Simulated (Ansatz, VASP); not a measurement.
**InSe5 in VASP and in Ansatz**

The input INCAR:

```
SYSTEM = InSe5
PREC = Accurate
ENCUT = 600
EDIFF = 1E-7
ISMEAR = 0
SIGMA = 0.1
LREAL = .FALSE.
LASPH = .TRUE.
NELM = 100
ALGO = Normal
ISIF = 3
LWAVE = .FALSE.
LCHARG = .FALSE.
GGA = PE
IBRION = 2
NSW = 100
EDIFFG = -0.01
```

KPOINTS

```
regular mesh
0
G
  10 10 4
  0 0 0
```

Contents of POSCAR:

```
InSe5
1.0
    4.1825760526      0.0000000000      0.0000000000
    0.0000000000      4.1825760526      0.0000000000
    0.0000000000      0.0000000000      9.6112344137
In Se
1 5
Direct
    0.5000000000      0.5000000000      0.0000000000
    0.0000000000      0.5000000000      0.5000000000
    0.5000000000      0.0000000000      0.5000000000
    0.5000000000      0.5000000000      0.3159010342
    0.5000000000      0.5000000000      0.6840989658
    0.0000000000      0.0000000000      0.0000000000
```

Input for Ansatz:

```yaml
crystal:
  lattice:
    - [4.1825760526, 0.0, 0.0]
    - [0.0, 4.1825760526, 0.0]
    - [0.0, 0.0, 9.6112344137]
  atoms:
    - { symbol: In, position: [0.5, 0.5, 0.0] }
    - { symbol: Se, position: [0.0, 0.5, 0.5] }
    - { symbol: Se, position: [0.5, 0.0, 0.5] }
    - { symbol: Se, position: [0.5, 0.5, 0.3159010342] }
    - { symbol: Se, position: [0.5, 0.5, 0.6840989658] }
    - { symbol: Se, position: [0.0, 0.0, 0.0] }
basis:
  ecutwfc: 420
kpoints:
  mp_grid: { grid: [10, 10, 4] }
hamiltonian:
  xc: pbe
scf:
  occupations: { method: gaussian, width: 0.1 }
output:
  forces: true
  stress: true
  eigenvalues: true
  write_density: true
  write_potential: true
  elf: true
  volumetric_format: npy
relax:
  adjacent_minimum: "off"
  f_tol: 0.01
  max_steps: 80
  cell: { stress_tol: 0.05 }
```

Alike in both runs: task relaxation of cell and atoms; functional PBE; k mesh 10 × 10 × 4; occupations gaussian, width 0.1 eV; no spin polarisation.

|  | VASP | Ansatz |
| --- | --- | --- |
| version | VASP 6.6.1 | Ansatz 0.2.0 |
| potentials or method | VASP PAW PBE potentials, release 64 (In_d, Se), cutoff 600 eV | scalar-relativistic, plane waves, PAW |
| valence electrons in the cell | 43 | 93 |

Ansatz gave:

| Item | Value |
| --- | --- |
| gap on the k mesh at the Fermi level, each at its own relaxed structure (eV) | none |
| relaxed volume (Å³/atom) | 28.06 |
| relaxed length of the cell vector where the two differ most in proportion (Å) | 9.621 |

Question: Estimate VASP's values.

Answer: gap on the k mesh at the Fermi level, each at its own relaxed structure (eV): none; relaxed volume (Å³/atom): 28.08; relaxed length of the cell vector where the two differ most in proportion (Å): 9.631.

A gap of «none» marks a metal or a gap that the smearing closes. VASP's potentials hold 43 valence electrons a cell and Ansatz's 93, so a difference there can come from the potentials and not from the codes.
